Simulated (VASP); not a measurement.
# Sr2AlO (P6/mmm) in VASP: relaxation of cell and atoms with PBE

Aim: the relaxation of cell and atoms of Sr2AlO with PBE.

All numbers are computed with VASP 6.6.1; they aren't measurements. Logs are shortened: lines on timing, memory, paths and dates and some standing lists are left out, and cuts for length are marked.

## 1. The cell of the first run

It takes space group P6/mmm (No. 191, hexagonal). The conventional cell has a = 3.529 Å, b = 3.529 Å, c = 8.601 Å, α = 90.00°, β = 90.00°, γ = 120.00°. Within 2.5 Å of Sr (site symmetry 6mm) lie 1 O at 1.88 Å and 1 Al at 2.42 Å. Within 3.2 Å of Al (site symmetry 6/mmm) lie 2 Sr at 2.42 Å. Within 2.5 Å of O (site symmetry 6/mmm) lie 2 Sr at 1.88 Å.

The cell was built from a structure type or drawn by symmetry, and may not be a known phase.

## 2. Relaxation of cell and atoms, PBE

Contents of INCAR:

```
SYSTEM = Sr2AlO
  ALGO = Normal
  EDIFF = 1E-7
  EDIFFG = -0.04
  ENCUT = 910
  GGA = PE
  GGA_COMPAT = .FALSE.
  IBRION = 2
  ISIF = 3
  ISMEAR = 0
  LASPH = .TRUE.
  LCHARG = .FALSE.
  LREAL = .FALSE.
  LWAVE = .FALSE.
  NELM = 120
  NELMIN = 4
  NSW = 90
  PREC = Accurate
  SIGMA = 0.1
```

Contents of KPOINTS:

```
k-points
0
G
  6 6 2
  0 0 0
```

Contents of POSCAR:

```
Sr2AlO
1.0
    3.5287107700      0.0000000000      0.0000000000
   -1.7643553900      3.0559531700      0.0000000000
    0.0000000000      0.0000000000      8.6010053800
Sr Al O
2 1 1
Direct
    0.0000000000      0.0000000000      0.7183483500
    0.0000000000      0.0000000000      0.2816516500
    0.0000000000      0.0000000000      0.0000000000
    0.0000000000      0.0000000000      0.5000000000
```

Potentials or basis: VASP PAW PBE potentials, release 64 (Sr_sv, Al, O_h).

Run with:

```bash
$ cat potpaw_PBE.64/Sr_sv/POTCAR potpaw_PBE.64/Al/POTCAR potpaw_PBE.64/O_h/POTCAR > POTCAR
$ mpirun -np 1 vasp_std > vasp.out
```

OUTCAR:

```text
SYSTEM = Sr2AlO
   EDIFF = 1E-7
   EDIFFG = -0.04
   ENCUT = 910
   GGA = PE
   IBRION = 2
   ISIF = 3
   ISMEAR = 0
   LASPH = .TRUE.
   LREAL = .FALSE.
   NELM = 120
   NELMIN = 4
   NSW = 90
   PREC = Accurate

 ion  position               nearest neighbor table
   1  0.000  0.000  0.718-   4 1.88   3 2.42   2 3.76   2 4.84
   2  0.000  0.000  0.282-   4 1.88   3 2.42   1 3.76   1 4.84
   3  0.000  0.000  0.000-   1 2.42   2 2.42
   4  0.000  0.000  0.500-   1 1.88   2 1.88

  LATTYP: Found a hexagonal cell.
 ALAT       =     3.5287107700
 C/A-ratio  =     2.4374356360

  Lattice vectors:

 A1 = (   3.5287107700,   0.0000000000,   0.0000000000)
 A2 = (  -1.7643553900,   3.0559531700,   0.0000000000)
 A3 = (   0.0000000000,   0.0000000000,   8.6010053800)

Analysis of symmetry for initial positions (statically):
=====================================================================
 Subroutine PRICEL returns:
 Original cell was already a primitive cell.

 Routine SETGRP: Setting up the symmetry group for a
 hexagonal supercell.

 Subroutine GETGRP returns: Found 24 space group operations
 (whereof 24 operations were pure point group operations)
 out of a pool of 24 trial point group operations.

The static configuration has the point symmetry D_6h.

Analysis of symmetry for dynamics (positions and initial velocities):
=====================================================================
 Subroutine PRICEL returns:
 Original cell was already a primitive cell.

 Routine SETGRP: Setting up the symmetry group for a
 hexagonal supercell.

 Subroutine GETGRP returns: Found 24 space group operations
 (whereof 24 operations were pure point group operations)
 out of a pool of 24 trial point group operations.

The dynamic configuration has the point symmetry D_6h.

 Subroutine INISYM returns: Found 24 space group operations
 (whereof 24 operations are pure point group operations),
 and found     1 'primitive' translations

----------------------------------------------------------------------------------------

                                     Primitive cell

  volume of cell :      92.7496

  direct lattice vectors                    reciprocal lattice vectors
     3.528710770  0.000000000  0.000000000     0.283389619  0.163615073  0.000000000
    -1.764355390  3.055953170  0.000000000     0.000000000  0.327230145  0.000000000
     0.000000000  0.000000000  8.601005380     0.000000000  0.000000000  0.116265478

  length of vectors
     3.528710770  3.528710773  8.601005380     0.327230146  0.327230145  0.116265478

  position of ions in fractional coordinates (direct lattice)
     0.000000000  0.000000000  0.718348350
     0.000000000  0.000000000  0.281651650
     0.000000000  0.000000000  0.000000000
     0.000000000  0.000000000  0.500000000

  ion indices of the primitive-cell ions
   primitive index   ion index
[... 68 lines left out ...]
   NSW    =     90    number of steps for IOM
   IBRION =      2    ionic relax: 0-MD 1-quasi-New 2-CG
   NFREE  =      1    steps in history (QN), initial steepest desc. (CG)
   ISIF   =      3    stress and relaxation
   ISYM   =      2    0-nonsym 1-usesym 2-fastsym
   POTIM  = 0.5000    time-step for ionic-motion
   TEBEG  =    0.0;   TEEND  =   0.0 temperature during run
   PSTRESS=    0.0 pullay stress
   NELECT =      29.0000    total number of electrons
   NUPDOWN=      -1.0000    fix difference up-down
   EMIN   =  10.00;   EMAX   =-10.00  energy-range for DOS
   EFERMI =   0.00;   METHOD = LEGACY
   ISMEAR =     0;   SIGMA  =   0.10  broadening in eV -4-tet -1-fermi 0-gaus
   EFERMI_NEDOS =   21; number of points for ismear=-14 and -15
   IALGO  =     38    algorithm
   IMIX   =      4    mixing-type and parameters
     AMIX     =   0.40;   BMIX     =  1.00
     AMIX_MAG =   1.60;   BMIX_MAG =  1.00
  volume/ion in A,a.u.               =      23.19       156.48
  Fermi-wavevector in a.u.,A,eV,Ry     =   1.111144  2.099757 16.798297  1.234640
  Thomas-Fermi vector in A             =   2.247703
   LORBIT       =      0    0 simple, 1 ext, 2 COOP (PROOUT), +10 PAW based schemes
   GGA     = PE    functional components
   LHFCALC =     F    Hartree Fock is set to
   AEXX    =    0.0000 exact exchange contribution
   IVDW    =     0    specifies the selected vdW correction
   LEPSILON=     F    determine dielectric tensor
   LRPA    =     F    only Hartree local field effects (RPA)
 conjugate gradient relaxation of ions
 non-spin polarized calculation
 Gauss-broadening in eV      SIGMA  =   0.10
  energy-cutoff  :      910.00
  volume of cell :       92.75
 maximum number of plane-waves:      5824
 NGX is ok and might be reduce to    36
   NGX = 17   NGY = 17   NGZ = 43

--------------------------------------- Ionic step        1  -------------------------------------------

 number of electron      28.9999998 magnetization

 Free energy of the ion-electron system (eV)
  ---------------------------------------------------
  ext. energy  EPLUGINS =         0.00000000
  ---------------------------------------------------
  free energy    TOTEN  =        -9.01950378 eV

  energy without entropy =       -9.00224657  energy(sigma->0) =       -9.01087517

 E-fermi :   4.0951     XC(G=0):  -9.1290

 val. band max:        3.9977077848   @ k =   0.5000   0.0000   0.0000
 cond. band min:       4.1170862765   @ k =   0.5000   0.0000   0.0000
 fundamental gap:      0.1193784917
 Fermi energy:         4.0951087465

 k-point     1 :       0.0000    0.0000    0.0000
  band No.  band energies     occupation
      1     -31.4184      2.00000
      2     -31.3554      2.00000
      3     -17.3191      2.00000
      4     -14.4442      2.00000
      5     -13.0411      2.00000
      6     -13.0411      2.00000
[... 390 lines left out ...]
  FREE ENERGIE OF THE ION-ELECTRON SYSTEM (eV)
  ---------------------------------------------------
  free  energy   TOTEN  =       -11.7586831765 eV

  energy  without entropy=      -11.7366860033  energy(sigma->0) =      -11.74768459

[... ionic steps 4 to 12 ...]

--------------------------------------- Ionic step       13  -------------------------------------------

 number of electron      28.9999997 magnetization

------------------------ aborting loop because EDIFF is reached ----------------------------------------
[... 71 lines left out ...]
--------------------------------------- Ionic step       15  -------------------------------------------

 number of electron      28.9999997 magnetization

 Free energy of the ion-electron system (eV)
  ---------------------------------------------------
  ext. energy  EPLUGINS =         0.00000000
  ---------------------------------------------------
  free energy    TOTEN  =       -13.05170099 eV

  energy without entropy =      -13.03350404  energy(sigma->0) =      -13.04260252

 E-fermi :   1.4472     XC(G=0):  -7.5354

 val. band max:        1.4364144964   @ k =   0.0000   0.0000   0.5000
 cond. band min:       1.4855925297   @ k =   0.5000   0.0000   0.5000
 fundamental gap:      0.0491780333
 Fermi energy:         1.4471969319

 k-point     1 :       0.0000    0.0000    0.0000
  band No.  band energies     occupation
      1     -33.9775      2.00000
      2     -33.9660      2.00000
      3     -17.4449      2.00000
      4     -16.0301      2.00000
      5     -16.0181      2.00000
      6     -16.0181      2.00000
[... 314 lines left out ...]
  FREE ENERGIE OF THE ION-ELECTRON SYSTEM (eV)
  ---------------------------------------------------
  free  energy   TOTEN  =       -13.0517009941 eV

  energy  without entropy=      -13.0335040371  energy(sigma->0) =      -13.04260252

 reached required accuracy - stopping structural energy minimisation
```

Wall time 8.9 min (1 thread of Intel Xeon 6975P-C (Granite Rapids), shared host); peak memory 0.4 GiB.

Results:

```
Free energy                           : -13.0517 eV
Relaxed volume                        : 35.99 Å³/atom
Relaxed cell                          : a = 3.970 Å, b = 3.970 Å, c = 10.550 Å, α = 90.00°, β = 90.00°, γ = 120.00°
Space group after relaxing (to 0.1 Å) : P6/mmm (No. 191)
Energy gained by relaxing             : 1008.0 meV/atom
Ionic steps                           : 15
Pressure after relaxing               : 0.0 GPa
Largest force after relaxing          : 0.015 eV/Å
Band gap on the k mesh                : zero (an odd number of electrons rules out a gap without spin polarisation)
```

Forces in eV/Å, atoms in the order of the input:
```
Sr   0.000  0.000  0.015
Sr   0.000  0.000 -0.015
Al   0.000  0.000  0.000
O    0.000  0.000  0.000
```

The path:
```
step  energy change (eV)  largest force (eV/Å)  pressure (GPa)  volume (Å³)
   1              0.0000                1.3256           26.68        92.75
   2              0.1287                1.7842           -6.18       148.42
   3             -2.7392                3.3829            1.88       115.18
   4             -2.8016                3.3946            3.17       112.79
   5             -2.8159                3.2863            4.56       110.69
   6             -3.7591                1.4318            1.58       125.69
   7             -4.0182                0.0327            0.25       140.00
   8             -4.0189                0.1173            0.20       140.88
   9             -4.0185                0.1797            0.17       141.53
  10             -4.0265                0.2512            0.28       142.65
  11             -4.0277                0.2903            0.34       143.26
  12             -4.0313                0.1070           -0.02       144.38
  13             -4.0315                0.0525           -0.13       144.73
  14             -4.0318                0.0430           -0.10       144.54
  15             -4.0322                0.0147           -0.02       143.97
```

Final structure:
```cif
data_structure
_symmetry_space_group_name_H-M 'P 1'
_symmetry_Int_Tables_number 1
_cell_length_a 3.9696
_cell_length_b 3.9696
_cell_length_c 10.5496
_cell_angle_alpha 90.000
_cell_angle_beta 90.000
_cell_angle_gamma 120.000
_cell_volume 143.97
loop_
_atom_site_label
_atom_site_type_symbol
_atom_site_fract_x
_atom_site_fract_y
_atom_site_fract_z
_atom_site_occupancy
Sr1 Sr 0.00000 0.00000 0.69882 1
Sr2 Sr 0.00000 0.00000 0.30118 1
Al1 Al 0.00000 0.00000 0.00000 1
O1 O 0.00000 0.00000 0.50000 1
```

Caveat: the k points lie up to 0.30 Å⁻¹ apart in the final cell, too coarse for converged energies and pressures of a metal; the cutoff is under 1.25 times the usual one of these potentials, so pressure, stress and relaxed cells hold a basis-set (Pulay) error; the volume moved by over 15 % at a fixed basis, so the end points are rough; an odd number of electrons without spin polarisation forces a metal; a magnetic or distorted state may lie lower.
